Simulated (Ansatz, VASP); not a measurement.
## Cu4Sn3 in VASP and in Ansatz

```
Cu Sn
1.0
     0.00000    0.00000   -5.30644
     0.00000    7.40302    0.00000
     6.43198   -3.70151    0.00000
Cu Sn
8 6
Direct
  0.50000 0.00000 0.00000
  0.00000 0.00000 0.00000
  0.00000 0.34714 0.69427
  0.50000 0.34714 0.69427
  0.75000 0.31545 0.00000
  0.25000 0.68455 0.00000
  0.50000 0.65286 0.30573
  0.00000 0.65286 0.30573
  0.75000 0.33282 0.36804
  0.75000 0.96478 0.63196
  0.75000 0.68925 0.00000
  0.25000 0.66718 0.63196
  0.25000 0.03522 0.36804
  0.25000 0.31075 0.00000
```

Alike in both runs: task single point; functional PBE; k mesh 4 × 4 × 4; occupations gaussian, width 0.2 eV; no spin polarisation.

|  | VASP | Ansatz |
| --- | --- | --- |
| version | VASP 6.6.1 | Ansatz 0.2.0 |
| potentials or method | VASP PAW PBE potentials, release 64 (Cu, Sn_d), cutoff 520 eV | scalar-relativistic, plane waves, PAW |
| valence electrons in the cell | 172 | 236 |

|  | VASP | Ansatz | Ansatz less VASP |
| --- | --- | --- | --- |
| gap on the k mesh at the Fermi level (eV) | none | none | - |
| pressure (GPa) | 0.1 | 0.0 | -0.15 |
| traceless stress, the component that is largest in VASP (GPa) | -0.53 | -0.56 | -0.033 |
| rms of the force components (eV/Å) | 0.008 | 0.007 | -0.0006 |

Atom by atom the forces differ by 0.002 eV/Å (rms over components). A gap of «none» marks a metal or a gap that the smearing closes. VASP's potentials hold 172 valence electrons a cell and Ansatz's 236, so a difference there can come from the potentials and not from the codes.
